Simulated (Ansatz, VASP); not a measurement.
One calculation of Te, two programs

POSCAR

```
Te
1.0
    4.4712576995      0.0167672164      0.0000000000
   -2.2211080144      3.8638391464      0.0000000000
    0.0000000000      0.0000000000      5.9487470455
Te
3
Direct
    0.2634853628     -0.0011800536      0.3331192251
   -0.0005941957      0.2646506465      0.6667630767
    0.7371088329      0.7365294071      0.0001176982
```

INCAR.step1

```
ALGO     = Normal         # electronic algorithm
EDIFF    = 1E-4           # SCF threshold, eV
ENCUT    = 520            # plane-wave cutoff, eV
GGA      = PE             # functional
ISMEAR   = 0              # smearing method
LASPH    = T              # aspherical terms in the spheres
LCHARG   = F              # write CHGCAR
LREAL    = F              # projectors in reciprocal space
LWAVE    = T              # write WAVECAR
NBANDS   = 16             # bands
NELM     = 100            # most SCF steps
PREC     = Accurate       # precision mode
SIGMA    = 0.01           # smearing width, eV
```

Contents of INCAR.step2:

```
ALGO     = Normal         # electronic algorithm
EDIFF    = 1E-7           # SCF threshold, eV
ENCUT    = 520            # plane-wave cutoff, eV
ISIF     = 2              # what is computed and relaxed
ISMEAR   = 0              # smearing method
ISTART   = 1            
LASPH    = T              # aspherical terms in the spheres
LCHARG   = T              # write CHGCAR
LELF     = T              # ELF
LMIXTAU  = T            
LREAL    = F              # projectors in reciprocal space
LVHAR    = T            
LWAVE    = F              # write WAVECAR
METAGGA  = R2SCAN         # meta-GGA
NBANDS   = 16             # bands
NELM     = 100            # most SCF steps
PREC     = Accurate       # precision mode
SIGMA    = 0.01           # smearing width, eV
```

Contents of KPOINTS:

```
k-points
0
Gamma
  6 6 4
```

Input for Ansatz:

```yaml
crystal:
  lattice:
    - [4.4712576995, 0.0167672164, 0.0]
    - [-2.2211080144, 3.8638391464, 0.0]
    - [0.0, 0.0, 5.9487470455]
  atoms:
    - { symbol: Te, position: [0.2634853628, -0.0011800536, 0.3331192251] }
    - { symbol: Te, position: [-0.0005941957, 0.2646506465, 0.6667630767] }
    - { symbol: Te, position: [0.7371088329, 0.7365294071, 0.0001176982] }
kpoints:
  mp_grid: { grid: [6, 6, 4] }
  band_path:
    path:
      - [0.0, 0.0, 0.0]
      - [0.5, 0.0, 0.0]
      - [0.3333333333, 0.3333333333, 0.0]
      - [0.0, 0.0, 0.5]
      - [0.5, 0.0, 0.5]
      - [0.3333333333, 0.3333333333, 0.5]
      - [0.333333, 0.333333, 0.470052]
    npoints: 1
hamiltonian:
  xc: r2scan
scf:
  occupations: { method: fixed }
  n_extra_bands: 4
output:
  forces: true
  stress: true
  eigenvalues: true
```

Change from the starting cell: shear_xy strain +0.8%.

Alike in both runs: task single point; functional r2SCAN; k mesh 6 × 6 × 4; no spin polarisation.

```csv
,VASP,Ansatz
version,VASP 6.6.1,Ansatz 0.2.0
potentials or method,"VASP PAW PBE potentials, release 64 (Te)","plane waves, PAW"
plane-wave cutoff (eV),520,500
occupations,"gaussian, width 0.01 eV",fixed
valence electrons in the cell,18,48
```

|  | VASP | Ansatz | Ansatz less VASP |
| --- | --- | --- | --- |
| gap on the k mesh at the Fermi level (eV) | 0.32 | 0.35 | +0.031 |
| pressure (GPa) | 0.9 | 0.9 | -0.03 |
| traceless stress, the component that is largest in VASP (GPa) | -0.10 | -0.13 | -0.033 |
| rms of the force components (eV/Å) | 0.003 | 0.014 | +0.0110 |

VASP's potentials were made for PBE, not for r2SCAN. Atom by atom the forces differ by 0.017 eV/Å (rms over components). VASP's potentials hold 18 valence electrons a cell and Ansatz's 48, so a difference there can come from the potentials and not from the codes.

Neither program's run includes spin-orbit coupling.
